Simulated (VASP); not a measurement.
A run of VASP 6.6.1 is set up as follows.

INCAR

```
PREC = Accurate
ENCUT = 520
EDIFF = 1E-6
ISMEAR = 0
SIGMA = 0.15
LREAL = False
LASPH = True
NELM = 80
ALGO = Normal
ISIF = 2
LWAVE = False
LCHARG = False
GGA = PS
NBANDS = 15
```

KPOINTS

```
Automatic mesh
0
Gamma
  18 18 18
```

POSCAR

```
TiC
1.0
    0.0000000000      2.1640000000      2.1640000000
    2.1640000000      0.0000000000      2.1640000000
    2.1640000000      2.1640000000      0.0000000000
Ti C
1 1
Direct
    0.0346580407      0.0346580407     -0.0346580407
    0.5000000000      0.5000000000      0.5000000000
```

Potentials or basis: VASP PAW PBE potentials, release 64 (Ti_sv, C).

Run with:

```sh
$ cat potpaw_PBE.64/Ti_sv/POTCAR potpaw_PBE.64/C/POTCAR > POTCAR
$ mpirun -np 1 vasp_std > vasp.out
```

Task: What does it give for the largest force?

Result: 1.396 eV/Å.

Task: Estimate the band gap on the k mesh.

Result: Zero (bands 8 and 9 overlap by 1.18 eV).

Task: Estimate the pressure.

Result: -3.2 GPa.

Stress tensor (GPa, compression positive):
```
-5.38  0.00  0.00
 0.00 -5.38  0.00
 0.00  0.00  1.27
```

Caveat: the cell differs from its parent crystal (all Ti atoms moved -0.150 Å, as atom 1 towards its neighbour atom 2 (C) at 2.164 Å); the cell stands under tension; the PAW data sets were made with another functional, which shifts forces and pressure a little.
